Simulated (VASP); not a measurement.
Input of a VASP 6.6.1 run:

INCAR

```
ALGO     = Fast           # electronic algorithm
EDIFF    = 1E-6           # SCF threshold, eV
ENCUT    = 520            # plane-wave cutoff, eV
GGA      = CA             # functional
ISIF     = 2              # what is computed and relaxed
ISMEAR   = 0              # smearing method
LASPH    = T              # aspherical terms in the spheres
LCHARG   = F              # write CHGCAR
LREAL    = F              # projectors in reciprocal space
LWAVE    = F              # write WAVECAR
NBANDS   = 22             # bands
NELM     = 100            # most SCF steps
PREC     = Accurate       # precision mode
SIGMA    = 0.05           # smearing width, eV
```

KPOINTS

```
k-points
0
Gamma
  10 10 16
```

The input POSCAR:

```
Hf
1.0
    4.4849144759      0.0000000000      0.0000000000
   -2.2424572379      3.8840498699      0.0000000000
    0.0000000000      0.0000000000      2.7941232881
Hf
3
Direct
    0.0000000000      0.0000000000      0.0000000000
    0.3333333333      0.6666666667      0.5000000000
    0.6666666667      0.3333333333      0.5000000000
```

Potentials or basis: VASP PAW LDA potentials, release 64 (Hf_pv).

Run with:

```bash
$ cat potpaw_LDA.64/Hf_pv/POTCAR > POTCAR
$ mpirun -np 1 vasp_std > vasp.out
```

Task: Estimate the pressure.

Result: 45.3 GPa.

Task: What does it give for the band gap on the k mesh?

Result: Zero (band 15 reaches 7.74 eV, above the bottom of band 16 at 6.62 eV).

Stress tensor (GPa, compression positive):
```
45.14  0.00  0.00
 0.00 45.14  0.00
 0.00  0.00 45.58
```

Caveat: spin-orbit coupling is left out, which moves the levels of the heavy elements.
